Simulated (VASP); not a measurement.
K, 1 atom in the cell. It takes space group Fm-3m (No. 225, cubic). The conventional cell has a = 6.680 Å, b = 6.680 Å, c = 6.680 Å, α = 90.00°, β = 90.00°, γ = 90.00°. 

```yaml
Program: VASP 6.6.1
Task: single point
Functional: PBE
Potentials_or_basis: VASP PAW PBE potentials, release 64 (K_sv)
Cutoff: 520 eV
k_mesh: 9 × 9 × 9
Occupations: fermi-dirac, width 0.136057 eV
Spin: no spin polarisation
Dipole_correction: no
Further_INCAR_settings: ALGO = Normal; EDIFF = 1e-07; NBANDS = 10
```

Potentials or basis: VASP PAW PBE potentials, release 64 (K_sv).

Command:

```bash
$ cat potpaw_PBE.64/K_sv/POTCAR > POTCAR
$ mpirun -np 1 vasp_std > vasp.out
```

Hardware: 1 thread of Intel(R) Xeon(R) Platinum 8375C CPU @ 2.90GHz (Ice Lake) (shared host).

Estimate the wall time of this run.

Wall time 16 s on 1 thread of Intel(R) Xeon(R) Platinum 8375C CPU @ 2.90GHz (Ice Lake), on a shared host, peak memory 0.2 GiB. Counts: scf iterations 11, k points 35.
